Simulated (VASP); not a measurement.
# CdSb2O2 (P6mm) in VASP: single point with PBE

Aim: the single point of CdSb2O2 with PBE.

All numbers are computed with VASP 6.6.1; they aren't measurements. Logs are shortened: lines on timing, memory, paths and dates and some standing lists are left out, and cuts for length are marked.

**1. The cell of the first run**

The typed cell holds 5 atoms: a = 5.587 Å, b = 5.587 Å, c = 4.096 Å, α = 90.00°, β = 90.00°, γ = 120.00°.

The cell was built from a structure type or drawn by symmetry, and may not be a known phase.

**2. Single point, PBE**

The input, INCAR:

```
PREC = Accurate
ENCUT = 520
EDIFF = 1E-6
ISMEAR = 0
SIGMA = 0.1
LREAL = False
LASPH = True
NELM = 60
ALGO = Normal
ISIF = 2
LWAVE = False
LCHARG = True
GGA = PE
LELF = True
LVHAR = True
NBANDS = 25
```

The input, KPOINTS:

```
regular mesh
0
Gamma
  12 12 10
```

The input, POSCAR:

```
CdSb2O2
1.0
    5.5870922297      0.0000000000      0.0000000000
   -2.7935461149      4.8385638042      0.0000000000
    0.0000000000      0.0000000000      4.0959344916
Cd Sb O
1 2 2
Direct
    0.0000000000      0.0000000000      0.6098243631
    0.3333333333      0.6666666667      0.6088277102
    0.6666666667      0.3333333333      0.6088277102
    0.3333333333      0.6666666667      0.1091384833
    0.6666666667      0.3333333333      0.1091384833
```

Potentials or basis: VASP PAW PBE potentials, release 64 (Cd, Sb, O).

Run with:

```bash
$ cat potpaw_PBE.64/Cd/POTCAR potpaw_PBE.64/Sb/POTCAR potpaw_PBE.64/O/POTCAR > POTCAR
$ mpirun -np 1 vasp_std > vasp.out
```

OUTCAR:

```text
PREC = Accurate
   ENCUT = 520
   EDIFF = 1E-6
   ISMEAR = 0
   LREAL = False
   LASPH = True
   NELM = 60
   ISIF = 2
   GGA = PE

 ion  position               nearest neighbor table
   1  0.000  0.000  0.610-   2 3.23   3 3.23   3 3.23   2 3.23   3 3.23   2 3.23
   2  0.333  0.667  0.609-   4 2.05   4 2.05   3 3.23   3 3.23   3 3.23   1 3.23   1 3.23   1 3.23

   3  0.667  0.333  0.609-   5 2.05   5 2.05   2 3.23   2 3.23   2 3.23   1 3.23   1 3.23   1 3.23

   4  0.333  0.667  0.109-   2 2.05   2 2.05
   5  0.667  0.333  0.109-   3 2.05   3 2.05

  LATTYP: Found a hexagonal cell.
 ALAT       =     5.5870922297
 C/A-ratio  =     0.7331066543

  Lattice vectors:

 A1 = (   5.5870922297,   0.0000000000,   0.0000000000)
 A2 = (  -2.7935461149,   4.8385638042,   0.0000000000)
 A3 = (   0.0000000000,   0.0000000000,   4.0959344916)

Analysis of symmetry for initial positions (statically):
=====================================================================
 Subroutine PRICEL returns:
 Original cell was already a primitive cell.

 Routine SETGRP: Setting up the symmetry group for a
 hexagonal supercell.

 Subroutine GETGRP returns: Found 12 space group operations
 (whereof 12 operations were pure point group operations)
 out of a pool of 24 trial point group operations.

The static configuration has the point symmetry C_6v.

Analysis of symmetry for dynamics (positions and initial velocities):
=====================================================================
 Subroutine PRICEL returns:
 Original cell was already a primitive cell.

 Routine SETGRP: Setting up the symmetry group for a
 hexagonal supercell.

 Subroutine GETGRP returns: Found 12 space group operations
 (whereof 12 operations were pure point group operations)
 out of a pool of 24 trial point group operations.

The dynamic configuration has the point symmetry C_6v.

 Subroutine INISYM returns: Found 12 space group operations
 (whereof 12 operations are pure point group operations),
 and found     1 'primitive' translations

----------------------------------------------------------------------------------------

                                     Primitive cell

  volume of cell :     110.7275

  direct lattice vectors                    reciprocal lattice vectors
     5.587092230  0.000000000  0.000000000     0.178983979  0.103336449  0.000000000
    -2.793546115  4.838563804  0.000000000     0.000000000  0.206672897  0.000000000
     0.000000000  0.000000000  4.095934492     0.000000000  0.000000000  0.244144530

  length of vectors
     5.587092230  5.587092230  4.095934492     0.206672897  0.206672897  0.244144530

  position of ions in fractional coordinates (direct lattice)
     0.000000000  0.000000000  0.609824363
     0.333333333  0.666666667  0.608827710
     0.666666667  0.333333333  0.608827710
     0.333333333  0.666666667  0.109138483
     0.666666667  0.333333333  0.109138483

  ion indices of the primitive-cell ions
   primitive index   ion index
                 1           1
                 2           2
                 3           3
                 4           4
                 5           5

----------------------------------------------------------------------------------------

 KPOINTS: regular mesh

Automatic generation of k-mesh.
 Grid dimensions read from file:
 generate k-points for:   12   12   10

 Generating k-lattice:

  Cartesian coordinates                     Fractional coordinates (reciprocal lattice)
     0.014915332  0.008611371  0.000000000     0.083333333  0.000000000  0.000000000
     0.000000000  0.017222741  0.000000000     0.000000000  0.083333333  0.000000000
     0.000000000  0.000000000  0.024414453     0.000000000  0.000000000  0.100000000

  Length of vectors
     0.017222741  0.017222741  0.024414453

  Shift w.r.t. Gamma in fractional coordinates (k-lattice)
     0.000000000  0.000000000  0.000000000

 Subroutine IBZKPT returns following result:
 ===========================================

 Found    114 irreducible k-points:

 Following reciprocal coordinates:
            Coordinates               Weight
  0.000000  0.000000  0.000000      1.000000
  0.083333 -0.000000  0.000000      6.000000
  0.166667  0.000000  0.000000      6.000000
  0.250000  0.000000  0.000000      6.000000
  0.333333 -0.000000  0.000000      6.000000
  0.416667 -0.000000  0.000000      6.000000
[... 16 lines left out ...]
  0.250000  0.000000  0.100000     12.000000
  0.333333 -0.000000  0.100000     12.000000
 [... further k-points ...]
   k-points           NKPTS =    114   k-points in BZ     NKDIM =    114   number of bands    NBANDS=     25
   number of dos      NEDOS =    301   number of ions     NIONS =      5
   total plane-waves  NPLWV =  52920
   dimension x,y,z NGX =    42 NGY =   42 NGZ =   30
   dimension x,y,z NGXF=    84 NGYF=   84 NGZF=   60
   ions per type =               1   2   2
   NGX,Y,Z   is equivalent  to a cutoff of  12.50, 12.50, 12.18 a.u.
   NGXF,Y,Z  is equivalent  to a cutoff of  24.99, 24.99, 24.35 a.u.
 SYSTEM =  unknown system
   PREC   = accura    normal or accurate (medium, high low for compatibility)
   ISTART =      0    job   : 0-new  1-cont  2-samecut
   ICHARG =      2    charge: 1-file 2-atom 10-const
   ISPIN  =      1    spin polarized calculation?
   LNONCOLLINEAR =      F non collinear calculations
   LSORBIT =      F    spin-orbit coupling
   LASPH  =      T    aspherical Exc in radial PAW
   ENCUT  =  520.0 eV  38.22 Ry    6.18 a.u.  10.39 10.39  7.62*2*pi/ulx,y,z
   NELM   =     60;   NELMIN=  2; NELMDL= -5     # of ELM steps
   EDIFF  = 0.1E-05   stopping-criterion for ELM
   LREAL  =      F    real-space projection
   EDIFFG = 0.1E-04   stopping-criterion for IOM
   NSW    =      0    number of steps for IOM
   IBRION =     -1    ionic relax: 0-MD 1-quasi-New 2-CG
   NFREE  =      0    steps in history (QN), initial steepest desc. (CG)
   ISIF   =      2    stress and relaxation
   ISYM   =      2    0-nonsym 1-usesym 2-fastsym
   POTIM  = 0.5000    time-step for ionic-motion
   TEBEG  =    0.0;   TEEND  =   0.0 temperature during run
   PSTRESS=    0.0 pullay stress
   NELECT =      34.0000    total number of electrons
   NUPDOWN=      -1.0000    fix difference up-down
   EMIN   =  10.00;   EMAX   =-10.00  energy-range for DOS
   EFERMI =   0.00;   METHOD = LEGACY
   ISMEAR =     0;   SIGMA  =   0.10  broadening in eV -4-tet -1-fermi 0-gaus
   EFERMI_NEDOS =   21; number of points for ismear=-14 and -15
   IALGO  =     38    algorithm
   IMIX   =      4    mixing-type and parameters
     AMIX     =   0.40;   BMIX     =  1.00
     AMIX_MAG =   1.60;   BMIX_MAG =  1.00
  volume/ion in A,a.u.               =      22.15       149.45
  Fermi-wavevector in a.u.,A,eV,Ry     =   1.104458  2.087124 16.596773  1.219828
  Thomas-Fermi vector in A             =   2.240931
   LORBIT       =      0    0 simple, 1 ext, 2 COOP (PROOUT), +10 PAW based schemes
   GGA     = PE    functional components
   LHFCALC =     F    Hartree Fock is set to
   AEXX    =    0.0000 exact exchange contribution
   IVDW    =     0    specifies the selected vdW correction
   LEPSILON=     F    determine dielectric tensor
   LRPA    =     F    only Hartree local field effects (RPA)
 non-spin polarized calculation
 Gauss-broadening in eV      SIGMA  =   0.10
  energy-cutoff  :      520.00
  volume of cell :      110.73
 maximum number of plane-waves:      3008
 NGX is ok and might be reduce to    42
   NGX = 21   NGY = 21   NGZ = 15

 number of electron      33.9999995 magnetization

 Free energy of the ion-electron system (eV)
  ---------------------------------------------------
  ext. energy  EPLUGINS =         0.00000000
  ---------------------------------------------------
  free energy    TOTEN  =       -20.73786793 eV

  energy without entropy =      -20.72792365  energy(sigma->0) =      -20.73289579

 E-fermi :   4.0583     XC(G=0):  -9.3260

 val. band max:        4.0502026878   @ k =   0.0000   0.0000   0.3000
 cond. band min:       4.0617860740   @ k =   0.1667   0.0833   0.5000
 fundamental gap:      0.0115833862
 Fermi energy:         4.0583218630

 k-point     1 :       0.0000    0.0000    0.0000
  band No.  band energies     occupation
      1     -14.1644      2.00000
      2     -13.7487      2.00000
      3      -5.2215      2.00000
      4      -4.6625      2.00000
      5      -4.6625      2.00000
      6      -4.4781      2.00000
[... 17 lines left out ...]
     24      12.3332      0.00000
     25      12.6926      0.00000

 k-point     2 :       0.0833   -0.0000    0.0000
  band No.  band energies     occupation
      1     -14.1580      2.00000
      2     -13.7552      2.00000
      3      -5.1938      2.00000
      4      -4.6669      2.00000
      5      -4.6575      2.00000
      6      -4.4795      2.00000
[... 17 lines left out ...]
     24      12.4222      0.00000
     25      12.5152      0.00000

 k-point     3 :       0.1667    0.0000    0.0000
  band No.  band energies     occupation
      1     -14.1394      2.00000
      2     -13.7735      2.00000
      3      -5.1142      2.00000
      4      -4.6778      2.00000
      5      -4.6436      2.00000
      6      -4.4831      2.00000
[... 17 lines left out ...]
     24      12.0593      0.00000
     25      12.4842      0.00000

 k-point     4 :       0.2500    0.0000    0.0000
  band No.  band energies     occupation
      1     -14.1105      2.00000
      2     -13.8021      2.00000
      3      -4.9971      2.00000
      4      -4.6878      2.00000
      5      -4.6240      2.00000
      6      -4.4880      2.00000
[... 17 lines left out ...]
     24      11.5596      0.00000
     25      12.3283      0.00000
[... 477 lines left out ...]
 k-point    22 :       0.1667    0.0000    0.1000
  band No.  band energies     occupation
      1     -14.1211      2.00000
      2     -13.7666      2.00000
      3      -5.4369      2.00000
      4      -4.6903      2.00000
      5      -4.6415      2.00000
      6      -4.4877      2.00000
[... 17 lines left out ...]
     24      11.9214      0.00000
     25      12.5193      0.00000

 k-point    23 :       0.2500    0.0000    0.1000
  band No.  band energies     occupation
      1     -14.0932      2.00000
      2     -13.7942      2.00000
      3      -5.2954      2.00000
      4      -4.7179      2.00000
      5      -4.6223      2.00000
      6      -4.4939      2.00000
[... 17 lines left out ...]
     24      11.3403      0.00000
     25      12.3940      0.00000

 k-point    24 :       0.3333   -0.0000    0.1000
  band No.  band energies     occupation
      1     -14.0589      2.00000
      2     -13.8282      2.00000
      3      -5.1189      2.00000
      4      -4.7371      2.00000
      5      -4.6025      2.00000
      6      -4.5036      2.00000
[... 17 lines left out ...]
     24      10.8529      0.00000
     25      12.2124      0.00000

 [... further k-points ...]
[... 5 lines left out ...]
  --------------------------------------------------------------------------------------
  -------------------------------------------------------------------------------------
  Total       -0.0134571     -0.0134571     -0.0766056      0.0000000     -0.0000000     -0.0000000
  in kB       -0.1947187     -0.1947187     -1.1084495      0.0000000     -0.0000000     -0.0000000
  external PRESSURE =      -0.4992956 kB  Pullay stress =       0.0000000 kB

 VOLUME and BASIS-vectors are now :
 -----------------------------------------------------------------------------
  energy-cutoff  :      520.00
  volume of cell :      110.73
      direct lattice vectors                 reciprocal lattice vectors
     5.587092230  0.000000000  0.000000000     0.178983979  0.103336449  0.000000000
    -2.793546115  4.838563804  0.000000000     0.000000000  0.206672897  0.000000000
     0.000000000  0.000000000  4.095934492     0.000000000  0.000000000  0.244144530

 POSITION                                       TOTAL-FORCE (eV/Angst)
 -----------------------------------------------------------------------------------
      0.00000      0.00000      2.49780        -0.000000     -0.000000     -0.001095
     -0.00000      3.22571      2.49372        -0.000000     -0.000000      0.011233
      2.79355      1.61285      2.49372        -0.000000     -0.000000      0.011233
     -0.00000      3.22571      0.44702         0.000000     -0.000000     -0.010686
      2.79355      1.61285      0.44702        -0.000000      0.000000     -0.010686
 -----------------------------------------------------------------------------------
    total drift:                                0.000000      0.000000     -0.000057

  FREE ENERGIE OF THE ION-ELECTRON SYSTEM (eV)
  ---------------------------------------------------
  free  energy   TOTEN  =       -20.7378679342 eV

  energy  without entropy=      -20.7279236483  energy(sigma->0) =      -20.73289579
```

Wall time 6.2 min (1 thread of Intel Xeon 8259CL, shared host); peak memory 0.45 GiB.

Results:

| Quantity | Value |
| --- | --- |
| Free energy | -20.7379 eV |
| Pressure | 0.0 GPa |
| Largest force | 0.011 eV/Å |
| Band gap on the k mesh | zero (bands 17 and 18 overlap by 1.61 eV) |

Forces on the atoms (eV/Å):
```
Cd   0.000  0.000 -0.001
Sb   0.000  0.000  0.011
Sb   0.000  0.000  0.011
O    0.000  0.000 -0.011
O    0.000  0.000 -0.011
```

Caveat: spin-orbit coupling is left out, which moves the levels of the heavy elements.
